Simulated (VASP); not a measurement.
# Re (P6_3/mmc) in VASP: a series of runs

The runs below take Re through single point, with revPBE+D3(BJ), revPBE+D4.

All numbers are computed with VASP 6.6.1; they aren't measurements. Logs are shortened: lines on timing, memory, paths and dates and some standing lists are left out, and cuts for length are marked.

## 1. The cell of the first run

The structure is hexagonal, space group P6_3/mmc (No. 194). The conventional cell has a = 2.749 Å, b = 2.749 Å, c = 4.444 Å, α = 90.00°, β = 90.00°, γ = 120.00°. Within 3.6 Å of Re (site symmetry -6m2) lie 12 Re at 2.73 to 2.75 Å.

## 2. Single point, revPBE+D3(BJ)

INCAR reads:

```
SYSTEM = Re
PREC     = Accurate       ! precision mode
ENCUT    = 520            ! plane-wave cutoff, eV
EDIFF    = 1E-7           ! SCF threshold, eV
ISMEAR   = -1             ! smearing method
SIGMA    = 0.05           ! smearing width, eV
LREAL    = .False.        ! projectors in reciprocal space
LASPH    = .True.         ! aspherical terms in the spheres
NELM     = 60             ! most SCF steps
ALGO     = Normal         ! electronic algorithm
ISIF     = 2              ! what is computed and relaxed
LWAVE    = .False.        ! write WAVECAR
LCHARG   = .False.        ! write CHGCAR
GGA      = RE             ! functional
IVDW     = 12             ! dispersion correction
NBANDS   = 14             ! bands
```

KPOINTS reads:

```
regular mesh
0
Gamma
  11 11 6
  0 0 0
```

POSCAR reads:

```
Re
1.0
    2.7490701423      0.0000000000      0.0000000000
   -1.3745350712      2.3807645800      0.0000000000
    0.0000000000      0.0000000000      4.4442244231
Re
2
Direct
    0.6666666667      0.3333333333      0.7500000000
    0.3333333333      0.6666666667      0.2500000000
```

Potentials or basis: VASP PAW PBE potentials, release 64 (Re).

Run with:

```sh
cat potpaw_PBE.64/Re/POTCAR > POTCAR
mpirun -np 1 vasp_std > vasp.out
```

OUTCAR:

```text
SYSTEM = Re
   PREC = Accurate
   ENCUT = 520
   EDIFF = 1E-7
   ISMEAR = -1
   LREAL = .False.
   LASPH = .True.
   NELM = 60
   ISIF = 2
   GGA = RE
   IVDW = 12
 IVDW          = 12

 ion  position               nearest neighbor table
   1  0.667  0.333  0.750-   2 2.73   2 2.73   2 2.73   2 2.73   2 2.73   2 2.73
   2  0.333  0.667  0.250-   1 2.73   1 2.73   1 2.73   1 2.73   1 2.73   1 2.73

  LATTYP: Found a hexagonal cell.
 ALAT       =     2.7490701423
 C/A-ratio  =     1.6166282390

  Lattice vectors:

 A1 = (   2.7490701423,   0.0000000000,   0.0000000000)
 A2 = (  -1.3745350712,   2.3807645800,   0.0000000000)
 A3 = (   0.0000000000,   0.0000000000,   4.4442244231)

Analysis of symmetry for initial positions (statically):
=====================================================================
 Subroutine PRICEL returns:
 Original cell was already a primitive cell.

 Routine SETGRP: Setting up the symmetry group for a
 hexagonal supercell.

 Subroutine GETGRP returns: Found 24 space group operations
 (whereof 12 operations were pure point group operations)
 out of a pool of 24 trial point group operations.

The static configuration has the point symmetry D_3d.
 The point group associated with its full space group is D_6h.

Analysis of symmetry for dynamics (positions and initial velocities):
=====================================================================
 Subroutine PRICEL returns:
 Original cell was already a primitive cell.

 Routine SETGRP: Setting up the symmetry group for a
 hexagonal supercell.

 Subroutine GETGRP returns: Found 24 space group operations
 (whereof 12 operations were pure point group operations)
 out of a pool of 24 trial point group operations.

The dynamic configuration has the point symmetry D_3d.
 The point group associated with its full space group is D_6h.

 Subroutine INISYM returns: Found 24 space group operations
 (whereof 12 operations are pure point group operations),
 and found     1 'primitive' translations

----------------------------------------------------------------------------------------

                                     Primitive cell

  volume of cell :      29.0870

  direct lattice vectors                    reciprocal lattice vectors
     2.749070142  0.000000000  0.000000000     0.363759362  0.210016565  0.000000000
    -1.374535071  2.380764580  0.000000000     0.000000000  0.420033131  0.000000000
     0.000000000  0.000000000  4.444224423     0.000000000  0.000000000  0.225011139

  length of vectors
     2.749070142  2.749070142  4.444224423     0.420033131  0.420033131  0.225011139

  position of ions in fractional coordinates (direct lattice)
     0.666666667  0.333333333  0.750000000
     0.333333333  0.666666667  0.250000000

  ion indices of the primitive-cell ions
   primitive index   ion index
                 1           1
                 2           2

----------------------------------------------------------------------------------------

 KPOINTS: regular mesh

Automatic generation of k-mesh.
 Grid dimensions read from file:
 generate k-points for:   11   11    6

 Generating k-lattice:

  Cartesian coordinates                     Fractional coordinates (reciprocal lattice)
     0.033069033  0.019092415  0.000000000     0.090909091 -0.000000000  0.000000000
     0.000000000  0.038184830  0.000000000     0.000000000  0.090909091  0.000000000
     0.000000000  0.000000000  0.037501857     0.000000000  0.000000000  0.166666667

  Length of vectors
     0.038184830  0.038184830  0.037501857

  Shift w.r.t. Gamma in fractional coordinates (k-lattice)
     0.000000000  0.000000000  0.000000000

 Subroutine IBZKPT returns following result:
 ===========================================

 Found     64 irreducible k-points:

 Following reciprocal coordinates:
            Coordinates               Weight
  0.000000  0.000000  0.000000      1.000000
  0.090909  0.000000  0.000000      6.000000
  0.181818  0.000000  0.000000      6.000000
  0.272727  0.000000  0.000000      6.000000
  0.363636  0.000000  0.000000      6.000000
  0.454545  0.000000  0.000000      6.000000
[... 16 lines left out ...]
  0.090909  0.090909  0.166667     12.000000
  0.181818  0.090909  0.166667     24.000000
 [... further k-points ...]
   k-points           NKPTS =     64   k-points in BZ     NKDIM =     64   number of bands    NBANDS=     14
   number of dos      NEDOS =    301   number of ions     NIONS =      2
   total plane-waves  NPLWV =  14400
   dimension x,y,z NGX =    20 NGY =   20 NGZ =   36
   dimension x,y,z NGXF=    40 NGYF=   40 NGZF=   72
   ions per type =               2
   NGX,Y,Z   is equivalent  to a cutoff of  12.09, 12.09, 13.47 a.u.
   NGXF,Y,Z  is equivalent  to a cutoff of  24.19, 24.19, 26.93 a.u.
 SYSTEM =  Re
   PREC   = accura    normal or accurate (medium, high low for compatibility)
   ISTART =      0    job   : 0-new  1-cont  2-samecut
   ICHARG =      2    charge: 1-file 2-atom 10-const
   ISPIN  =      1    spin polarized calculation?
   LNONCOLLINEAR =      F non collinear calculations
   LSORBIT =      F    spin-orbit coupling
   LASPH  =      T    aspherical Exc in radial PAW
   ENCUT  =  520.0 eV  38.22 Ry    6.18 a.u.   5.11  5.11  8.26*2*pi/ulx,y,z
   NELM   =     60;   NELMIN=  2; NELMDL= -5     # of ELM steps
   EDIFF  = 0.1E-06   stopping-criterion for ELM
   LREAL  =      F    real-space projection
   EDIFFG = 0.1E-05   stopping-criterion for IOM
   NSW    =      0    number of steps for IOM
   IBRION =     -1    ionic relax: 0-MD 1-quasi-New 2-CG
   NFREE  =      0    steps in history (QN), initial steepest desc. (CG)
   ISIF   =      2    stress and relaxation
   ISYM   =      2    0-nonsym 1-usesym 2-fastsym
   POTIM  = 0.5000    time-step for ionic-motion
   TEBEG  =    0.0;   TEEND  =   0.0 temperature during run
   PSTRESS=    0.0 pullay stress
   NELECT =      14.0000    total number of electrons
   NUPDOWN=      -1.0000    fix difference up-down
   EMIN   =  10.00;   EMAX   =-10.00  energy-range for DOS
   EFERMI =   0.00;   METHOD = LEGACY
   ISMEAR =    -1;   SIGMA  =   0.05  broadening in eV -4-tet -1-fermi 0-gaus
   EFERMI_NEDOS =   21; number of points for ismear=-14 and -15
   IALGO  =     38    algorithm
   IMIX   =      4    mixing-type and parameters
     AMIX     =   0.40;   BMIX     =  1.00
     AMIX_MAG =   1.60;   BMIX_MAG =  1.00
  volume/ion in A,a.u.               =      14.54        98.14
  Fermi-wavevector in a.u.,A,eV,Ry     =   1.282975  2.424471 22.395517  1.646024
  Thomas-Fermi vector in A             =   2.415255
   LORBIT       =      0    0 simple, 1 ext, 2 COOP (PROOUT), +10 PAW based schemes
   GGA     = RE    functional components
   LHFCALC =     F    Hartree Fock is set to
   AEXX    =    0.0000 exact exchange contribution
   IVDW    =    12    specifies the selected vdW correction
   LEPSILON=     F    determine dielectric tensor
   LRPA    =     F    only Hartree local field effects (RPA)
 non-spin polarized calculation
  energy-cutoff  :      520.00
  volume of cell :       29.09
 maximum number of plane-waves:       793
   NGX = 11   NGY = 11   NGZ = 17

 number of electron      14.0000001 magnetization

 Free energy of the ion-electron system (eV)
  ---------------------------------------------------
  ext. energy  EPLUGINS =         0.00000000
  ---------------------------------------------------
  free energy    TOTEN  =       -23.84425560 eV

  energy without entropy =      -23.83062939  energy(sigma->0) =      -23.83744250

 E-fermi :   8.0966     XC(G=0): -13.7768

 val. band max:        8.0781154353   @ k =   0.1818   0.0000   0.1667
 cond. band min:       8.1442619435   @ k =   0.3636   0.1818   0.3333
 fundamental gap:      0.0661465082
 Fermi energy:         8.0965766582

 k-point     1 :       0.0000    0.0000    0.0000
  band No.  band energies     occupation
      1      -1.8567      2.00000
      2       1.3788      2.00000
      3       6.4671      2.00000
      4       6.4808      2.00000
      5       6.4808      2.00000
      6       7.3300      2.00000
      7       7.3300      2.00000
      8       8.2866      0.04376
      9       8.2866      0.04376
     10       8.7020      0.00001
     11      11.5036      0.00000
     12      11.5036      0.00000
     13      18.2596      0.00000
     14      22.2238      0.00000

 k-point     2 :       0.0909    0.0000    0.0000
  band No.  band energies     occupation
      1      -1.5163      2.00000
      2       1.6958      2.00000
      3       5.8319      2.00000
      4       6.7951      2.00000
      5       6.9709      2.00000
      6       7.1380      2.00000
      7       7.4515      2.00000
      8       7.6271      1.99983
      9       8.0301      1.58163
     10       8.2257      0.14064
     11      11.6753      0.00000
     12      12.8326      0.00000
     13      18.2380      0.00000
     14      22.9747      0.00000

 k-point     3 :       0.1818    0.0000    0.0000
  band No.  band energies     occupation
      1      -0.5784      2.00000
      2       2.4446      2.00000
      3       5.1541      2.00000
      4       5.7849      2.00000
      5       6.5170      2.00000
      6       7.4613      1.99999
      7       7.7077      1.99916
      8       7.7938      1.99532
      9       7.8282      1.99072
     10       8.4821      0.00090
     11      12.0101      0.00000
     12      15.0604      0.00000
     13      18.0267      0.00000
     14      24.4780      0.00000
[... 324 lines left out ...]
 k-point    23 :       0.0909    0.0909    0.1667
  band No.  band energies     occupation
      1      -0.5735      2.00000
      2       2.3112      2.00000
      3       5.3258      2.00000
      4       5.5561      2.00000
      5       6.4875      2.00000
      6       7.0186      2.00000
      7       7.2372      2.00000
      8       7.8234      1.99155
      9       8.5760      0.00014
     10       8.6139      0.00006
     11      11.7737      0.00000
     12      13.5808      0.00000
     13      19.5108      0.00000
     14      23.6716      0.00000

 k-point    24 :       0.1818    0.0909    0.1667
  band No.  band energies     occupation
      1       0.4883      2.00000
      2       3.1061      2.00000
      3       4.4713      2.00000
      4       4.8193      2.00000
      5       6.1042      2.00000
      6       6.8070      2.00000
      7       7.4318      2.00000
      8       8.3846      0.00628
      9       9.1142      0.00000
     10       9.5104      0.00000
     11      11.9101      0.00000
     12      15.0122      0.00000
     13      19.4102      0.00000
     14      24.1717      0.00000

 [... further k-points ...]

------------------------ aborting loop because EDIFF is reached ----------------------------------------

 Edisp (eV)   -2.40762

 E8    (eV) :    -1.7909

  FORCE on cell =-STRESS in cart. coord.  units (eV):
  Direction    XX          YY          ZZ          XY          YZ          ZX
  --------------------------------------------------------------------------------------
  -------------------------------------------------------------------------------------
  Total      -0.08644    -0.08644    -0.12472     0.00000     0.00000     0.00000
  in kB      -4.76159    -4.76159    -6.86964     0.00000     0.00000     0.00000
  external pressure =       -5.46 kB  Pullay stress =        0.00 kB

 VOLUME and BASIS-vectors are now :
 -----------------------------------------------------------------------------
  energy-cutoff  :      520.00
  volume of cell :       29.09
      direct lattice vectors                 reciprocal lattice vectors
     2.749070142  0.000000000  0.000000000     0.363759362  0.210016565  0.000000000
    -1.374535071  2.380764580  0.000000000     0.000000000  0.420033131  0.000000000
     0.000000000  0.000000000  4.444224423     0.000000000  0.000000000  0.225011139

 POSITION                                       TOTAL-FORCE (eV/Angst)
 -----------------------------------------------------------------------------------
      1.37454      0.79359      3.33317         0.000000      0.000000      0.000000
     -0.00000      1.58718      1.11106        -0.000000     -0.000000      0.000000
 -----------------------------------------------------------------------------------
    total drift:                               -0.000000      0.000000     -0.000000

  FREE ENERGIE OF THE ION-ELECTRON SYSTEM (eV)
  ---------------------------------------------------
  free  energy   TOTEN  =       -26.2518770729 eV

  energy  without entropy=      -26.2382508601  energy(sigma->0) =      -26.24506397
```

Run time: 46 s. Hardware: 1 thread of Intel Xeon 8259CL, shared host; peak memory 0.16 GiB.

Results:

* Free energy: -26.2519 eV
* Pressure: -0.5 GPa
* Band gap on the k mesh: zero (bands 7 and 8 overlap by 3.11 eV)
* Dispersion energy per atom: -1.204 eV

Stress tensor (GPa, compression positive):
```
-0.48  0.00  0.00
 0.00 -0.48  0.00
 0.00  0.00 -0.69
```

Levels at points of the mesh, in eV from the Fermi level:
```tsv
k point	band 3	band 4	band 5	band 6	band 7	band 8	band 9	band 10	band 11	band 12
(0.00, 0.00, 0.00)	-1.63	-1.62	-1.62	-0.77	-0.77	0.19	0.19	0.61	3.41	3.41
(0.00, 0.00, 0.50)	-2.43	-2.43	-1.74	-1.74	-1.74	-1.74	2.58	2.58	2.58	2.58
```

Caveat: the PAW data sets were made with another functional, which shifts forces and pressure a little; spin-orbit coupling is left out, which moves the levels of the heavy elements.

## 3. Single point, revPBE+D4

This run uses another cell than the first one, of 14.65 Å³/atom.

INCAR reads:

```
PREC = Accurate
ENCUT = 520
EDIFF = 1E-6
ISMEAR = -1
SIGMA = 0.05
LREAL = False
LASPH = True
NELM = 60
ALGO = Normal
ISIF = 2
LWAVE = False
LCHARG = True
GGA = RE
IVDW = 13
LELF = True
LVHAR = True
NBANDS = 14
```

KPOINTS reads:

```
regular mesh
0
Gamma
  11 11 6
```

POSCAR reads:

```
Re
1.0
    2.7556215990      0.0000000000      0.0000000000
   -1.3778107995      2.3864383079      0.0000000000
    0.0000000000      0.0000000000      4.4544294079
Re
2
Direct
    0.6666666667      0.3333333333      0.7500000000
    0.3333333333      0.6666666667      0.2500000000
```

Potentials or basis: VASP PAW PBE potentials, release 64 (Re).

Run with:

```sh
cat potpaw_PBE.64/Re/POTCAR > POTCAR
mpirun -np 1 vasp_std > vasp.out
```

OUTCAR:

```text
PREC = Accurate
   ENCUT = 520
   EDIFF = 1E-6
   ISMEAR = -1
   LREAL = False
   LASPH = True
   NELM = 60
   ISIF = 2
   GGA = RE
   IVDW = 13

 ion  position               nearest neighbor table
   1  0.667  0.333  0.750-   2 2.74   2 2.74   2 2.74   2 2.74   2 2.74   2 2.74
   2  0.333  0.667  0.250-   1 2.74   1 2.74   1 2.74   1 2.74   1 2.74   1 2.74

  LATTYP: Found a hexagonal cell.
 ALAT       =     2.7556215990
 C/A-ratio  =     1.6164880583

  Lattice vectors:

 A1 = (   2.7556215990,   0.0000000000,   0.0000000000)
 A2 = (  -1.3778107995,   2.3864383079,   0.0000000000)
 A3 = (   0.0000000000,   0.0000000000,   4.4544294079)

Analysis of symmetry for initial positions (statically):
=====================================================================
 Subroutine PRICEL returns:
 Original cell was already a primitive cell.

 Routine SETGRP: Setting up the symmetry group for a
 hexagonal supercell.

 Subroutine GETGRP returns: Found 24 space group operations
 (whereof 12 operations were pure point group operations)
 out of a pool of 24 trial point group operations.

The static configuration has the point symmetry D_3d.
[... 178 lines left out ...]
      8       8.1974      0.04398
      9       8.1974      0.04398
     10       8.6001      0.00001
     11      11.3827      0.00000
     12      11.3827      0.00000
     13      18.0776      0.00000
     14      22.1267      0.00000
[... 377 lines left out ...]
      1       0.4338      2.00000
      2       3.0579      2.00000
      3       4.4146      2.00000
      4       4.7637      2.00000
      5       6.0389      2.00000
      6       6.7327      2.00000
      7       7.3499      2.00000
      8       8.2962      0.00621
      9       9.0177      0.00000
     10       9.4092      0.00000
     11      11.7824      0.00000
     12      14.8558      0.00000
     13      19.2365      0.00000
     14      23.9894      0.00000

 [... further k-points ...]

------------------------ aborting loop because EDIFF is reached ----------------------------------------

  DFT-D4 for vdW energy calculation

  Edisp (eV):   -2.05206

  FORCE on cell =-STRESS in cart. coord.  units (eV):
  Direction    XX          YY          ZZ          XY          YZ          ZX
  --------------------------------------------------------------------------------------
  -------------------------------------------------------------------------------------
  Total      -0.10687    -0.10687    -0.13965     0.00000    -0.00000     0.00000
  in kB      -5.84554    -5.84554    -7.63826     0.00000    -0.00000     0.00000
  external pressure =       -6.44 kB  Pullay stress =        0.00 kB

 VOLUME and BASIS-vectors are now :
 -----------------------------------------------------------------------------
  energy-cutoff  :      520.00
  volume of cell :       29.29
      direct lattice vectors                 reciprocal lattice vectors
     2.755621599  0.000000000  0.000000000     0.362894528  0.209517254  0.000000000
    -1.377810799  2.386438308  0.000000000     0.000000000  0.419034507  0.000000000
     0.000000000  0.000000000  4.454429408     0.000000000  0.000000000  0.224495644

 POSITION                                       TOTAL-FORCE (eV/Angst)
 -----------------------------------------------------------------------------------
      1.37781      0.79548      3.34082         0.000000      0.000000      0.000000
     -0.00000      1.59096      1.11361        -0.000000     -0.000000      0.000000
 -----------------------------------------------------------------------------------
    total drift:                               -0.000000      0.000000     -0.000000

  FREE ENERGIE OF THE ION-ELECTRON SYSTEM (eV)
  ---------------------------------------------------
  free  energy   TOTEN  =       -25.9113895243 eV

  energy  without entropy=      -25.8974948949  energy(sigma->0) =      -25.90444221
```

It took 44 s on 1 thread of Intel Xeon 8259CL, shared host; peak memory 0.15 GiB.

Results:

| Item | Value |
| --- | --- |
| Free energy | -25.9114 eV |
| Pressure | -0.6 GPa |
| Band gap on the k mesh | zero (bands 7 and 8 overlap by 3.07 eV) |
| Dispersion energy per atom | -1.026 eV |

Stress tensor (GPa, compression positive):
```
-0.58  0.00  0.00
 0.00 -0.58  0.00
 0.00  0.00 -0.76
```

Caveat: the PAW data sets were made with another functional, which shifts forces and pressure a little; spin-orbit coupling is left out, which moves the levels of the heavy elements.
